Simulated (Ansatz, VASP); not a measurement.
## WS2: VASP beside Ansatz

```
CELL_PARAMETERS angstrom
3.14761 0.00000 0.00000
0.00000 6.62460 0.00000
0.00000 0.00000 27.66273
ATOMIC_POSITIONS crystal
S 0.50000 0.85423 0.26955
S 0.50000 0.14028 0.29246
S 0.00000 0.62543 0.36566
S 0.00000 0.08720 0.40085
S 0.50000 0.50769 0.46099
S 0.50000 0.95817 0.49422
S 0.00000 0.38507 0.55498
S 0.00000 0.83977 0.58846
S 0.50000 0.25715 0.64967
S 0.50000 0.72040 0.68469
W 0.50000 0.89232 0.35649
W 0.00000 0.77421 0.44559
W 0.50000 0.65239 0.54055
W 0.00000 0.53302 0.63375
W 0.50000 0.41747 0.72067
```

Alike in both runs: functional PBEsol; k mesh 8 × 4 × 1; occupations gaussian, width 0.05 eV; no spin polarisation.

Ansatz relaxed the structure, and its values are those at the end. VASP's run is a single point on that final structure, the one shown.

|  | VASP | Ansatz |
| --- | --- | --- |
| version | VASP 6.6.1 | Ansatz 0.2.0 |
| potentials or method | VASP PAW PBE potentials, release 64 (S, W_sv), cutoff 520 eV | scalar-relativistic, plane waves, PAW |
| valence electrons in the cell | 130 | 130 |

```tsv
	VASP	Ansatz	Ansatz less VASP
gap on the k mesh at the Fermi level (eV)	none	none	-
rms of the force components (eV/Å)	0.033	0.006	-0.0265
work function, face that differs most (eV)	4.56	4.58	+0.023
```

VASP's potentials were made for PBE, not for PBEsol. A gap of «none» marks a metal or a gap that the smearing closes. Ansatz's warnings: vacuum below fermi, xc potential rough in thin density.

Spin-orbit coupling is off throughout.
